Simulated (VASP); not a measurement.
Write the native input for VASP 6.6.1 that does the following.

- Task: single point
- Functional: PBEsol
- Potentials or basis: VASP PAW PBE potentials, release 64 (Cu, Pd)
- Cutoff: 520 eV
- k mesh: 7 × 7 × 7
- Occupations: fermi-dirac, width 0.15 eV
- Spin: no spin polarisation
- Dipole correction: no
- Further INCAR settings: ALGO = Normal; EDIFF = 1e-06; NBANDS = 18

The structure of CuPd (Skaergaardite) lies in POSCAR:

```
CuPd
1.0
    2.9613754735      0.0000000000      0.0000000000
    0.0000000000      2.9613754735      0.0000000000
    0.0000000000      0.0000000000      2.9613754735
Cu Pd
1 1
Direct
    0.0000000000      0.0000000000      0.0000000000
    0.5000000000      0.5000000000      0.5000000000
```

One way to write it, as run:

INCAR

```
  PREC = Accurate
  ENCUT = 520
  EDIFF = 1E-6
  ISMEAR = -1
  SIGMA = 0.15
  LREAL = False
  LASPH = True
  NELM = 60
  ALGO = Normal
  ISIF = 2
  LWAVE = False
  LCHARG = True
  GGA = PS
  LELF = True
  LVHAR = True
  NBANDS = 18
```

KPOINTS

```
regular mesh
0
Gamma
  7 7 7
```

Potentials or basis: VASP PAW PBE potentials, release 64 (Cu, Pd).

Command:

```sh
$ cat potpaw_PBE.64/Cu/POTCAR potpaw_PBE.64/Pd/POTCAR > POTCAR
$ mpirun -np 1 vasp_std > vasp.out
```

Results of the run:

The pressure is 0.2 GPa.

Caveat: the PAW data sets were made with another functional, which shifts forces and pressure a little.

Run time: 6.2 s on 1 thread of Intel(R) Xeon(R) Platinum 8488C (Sapphire Rapids), on a shared host, peak memory 0.14 GiB.
